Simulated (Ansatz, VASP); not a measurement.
## Al in VASP and in Ansatz

Contents of INCAR:

```
SYSTEM = Al
PREC = Accurate
ENCUT = 520
EDIFF = 1E-7
ISMEAR = -1
SIGMA = 0.1
LREAL = .False.
LASPH = .True.
NELM = 100
ALGO = Normal
ISIF = 2
LWAVE = .False.
LCHARG = .False.
GGA = PS
NBANDS = 10
```

File KPOINTS:

```
Automatic mesh
0
Gamma
  14 14 8
  0 0 0
```

Contents of POSCAR:

```
Al
1.0
    2.7791547170      0.0000000000      0.0000000000
   -1.3895773585      2.4068185860      0.0000000000
    0.0000000000      0.0000000000      4.4840008676
Al
2
Direct
    0.3333333333      0.6666666667      0.2500000000
    0.6666666667      0.3333333333      0.7500000000
```

Input for Ansatz:

```yaml
crystal:
  lattice:
    - [2.779154717, 0.0, 0.0]
    - [-1.3895773585, 2.406818586, 0.0]
    - [0.0, 0.0, 4.4840008676]
  atoms:
    - { symbol: Al, position: [0.3333333333, 0.6666666667, 0.25] }
    - { symbol: Al, position: [0.6666666667, 0.3333333333, 0.75] }
hamiltonian:
  xc: pbesol
  pseudopotentials:
    kind: paw
    azcp:
      Al: "pseudopotentials/Al.paw.azcp"
basis:
  ecutwfc: 420
  fft_grid_basis: typed
kpoints:
  mp_grid: { grid: [14, 14, 8], shift: [0, 0, 0] }
magnetization:
  spin_polarized: false
scf:
  occupations: { method: fermi_dirac, width: 0.1 }
  lower_state_search: "off"
output:
  stress: true
  write_density: true
  write_potential: true
  elf: true
  volumetric_format: npy
```

Alike in both runs: task single point; functional PBEsol; k mesh 14 × 14 × 8; occupations fermi-dirac, width 0.1 eV; no spin polarisation.

```csv
,VASP,Ansatz
version,VASP 6.6.1,Ansatz 0.2.0
potentials or method,"VASP PAW PBE potentials, release 64 (Al), cutoff 520 eV","plane waves (420 eV) with PAW, scalar-relativistic"
valence electrons in the cell,6,6
```

Ansatz gave:

| Item | Value |
| --- | --- |
| pressure (GPa) | 8.0 |
| traceless stress, the component that is largest in VASP (GPa) | 1.67 |

**Question.** Estimate VASP's values.

**Answer.** Pressure (GPa): 8.1; traceless stress, the component that is largest in VASP (GPa): 1.67.

VASP's potentials were made for PBE, not for PBEsol, and Ansatz warns of the same on its side. The functional is the same, so the differences come from potentials, cutoffs and numerics.
